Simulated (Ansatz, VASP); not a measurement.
# Rb2BrCl in VASP and in Ansatz

```xyz
4
Lattice="2.4702 1.4262 8.0855 -2.4702 1.4262 8.0855 0.0000 -2.8523 8.0855" Properties=species:S:1:pos:R:3 pbc="T T T"
Cl    2.4702    1.4262    8.0855
Br    0.0000    0.0000   12.1282
Rb    0.0000    0.0000    6.1554
Rb    0.0000    0.0000   18.1011
```

Alike in both runs: task single point; functional PBE; k mesh 6 × 6 × 6; no spin polarisation.

|  | VASP | Ansatz |
| --- | --- | --- |
| version | VASP 6.6.1 | Ansatz 0.2.0 |
| potentials or method | VASP PAW PBE potentials, release 64 (Cl, Br, Rb_sv) | plane waves, PAW |
| plane-wave cutoff (eV) | 520 | 420 |
| occupations | gaussian, width 0.01 eV | fixed |
| valence electrons in the cell | 32 | 32 |

|  | VASP | Ansatz | Ansatz less VASP |
| --- | --- | --- | --- |
| gap on the k mesh at the Fermi level (eV) | 4.19 | 4.19 | +0.001 |
| pressure (GPa) | -0.6 | -0.7 | -0.01 |
| rms of the force components (eV/Å) | 0.004 | 0.004 | -0.0001 |

Atom by atom the forces differ by 0.000 eV/Å (rms over components).
